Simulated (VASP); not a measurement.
The system is C.

```
CELL_PARAMETERS angstrom
0.00000 1.78350 1.78350
1.78350 0.00000 1.78350
1.78350 1.78350 0.00000
ATOMIC_POSITIONS crystal
C 0.00000 0.00000 0.00000
C 0.25000 0.25000 0.25000
```

- Program: VASP 6.6.1
- Task: relaxation of cell and atoms
- Functional: LDA
- Potentials or basis: VASP PAW LDA potentials, release 64 (C)
- Cutoff: 600 eV
- k mesh: 10 × 10 × 10
- Occupations: gaussian, width 0.1 eV
- Spin: no spin polarisation

At the start: pressure -12.5 GPa; volume 5.67 Å³/atom.

Question: Where does the relaxation end?

Answer: Over 3 steps the energy falls by 6.3 meV/atom and the volume is 5.52 Å³/atom (-2.8 %); space group Fd-3m (No. 227, to 0.05 Å).

Step by step:
| step | energy change (eV) | largest force (eV/Å) | pressure (GPa) | volume (Å³) |
| --- | --- | --- | --- | --- |
| 1 | 0.0000 | 0.0000 | -12.46 | 11.35 |
| 2 | 0.0091 | 0.0000 | 18.10 | 10.64 |
| 3 | -0.0125 | 0.0000 | -0.11 | 11.03 |

Final structure:
```xyz
2
Lattice="0.0000 1.7670 1.7670 1.7670 0.0000 1.7670 1.7670 1.7670 0.0000" Properties=species:S:1:pos:R:3 pbc="T T T"
C     0.0000    0.0000    0.0000
C     0.8835    0.8835    0.8835
```
